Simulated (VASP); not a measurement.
Input of a VASP 6.6.1 run:

File INCAR:

```
SYSTEM = AlNi3
PREC     = Accurate       ! precision mode
ENCUT    = 520            ! plane-wave cutoff, eV
EDIFF    = 1E-7           ! SCF threshold, eV
ISMEAR   = 0              ! smearing method
SIGMA    = 0.01           ! smearing width, eV
LREAL    = .False.        ! projectors in reciprocal space
LASPH    = .True.         ! aspherical terms in the spheres
NELM     = 150            ! most SCF steps
ALGO     = Normal         ! electronic algorithm
ISIF     = 2              ! what is computed and relaxed
LWAVE    = .False.        ! write WAVECAR
LCHARG   = .True.         ! write CHGCAR
ISPIN    = 2              ! spin polarisation
MAGMOM   = 0 1 1 1        ! initial moments
LORBIT   = 11             ! projections on sites
LMAXMIX  = 4              ! l up to which the mixer works
GGA      = CA             ! functional
LELF     = .True.         ! ELF
LVHAR    = .True.       
NBANDS   = 28             ! bands
```

Contents of KPOINTS:

```
Automatic mesh
0
Gamma
  6 6 6
  0 0 0
```

Contents of POSCAR:

```
AlNi3
1.0
    0.0000000000      2.7674511568      2.7674511568
    2.7674511568      0.0000000000      2.7674511568
    2.7674511568      2.7674511568      0.0000000000
Al Ni
1 3
Direct
    0.5000000000      0.5000000000      0.5000000000
    0.2500000000      0.2500000000      0.2500000000
    0.0000000000      0.0000000000      0.0000000000
    0.7500000000      0.7500000000      0.7500000000
```

Potentials or basis: VASP PAW LDA potentials, release 64 (Al, Ni).

The run is started by

```sh
$ cat potpaw_LDA.64/Al/POTCAR potpaw_LDA.64/Ni/POTCAR > POTCAR
$ mpirun -np 1 vasp_std > vasp.out
```

(1) Predict the site moments.

(2) Predict the net moment.

## Answers

(1) Al -0.00; Ni -0.03, -0.02 μB.

(2) -0.09 μB per cell.
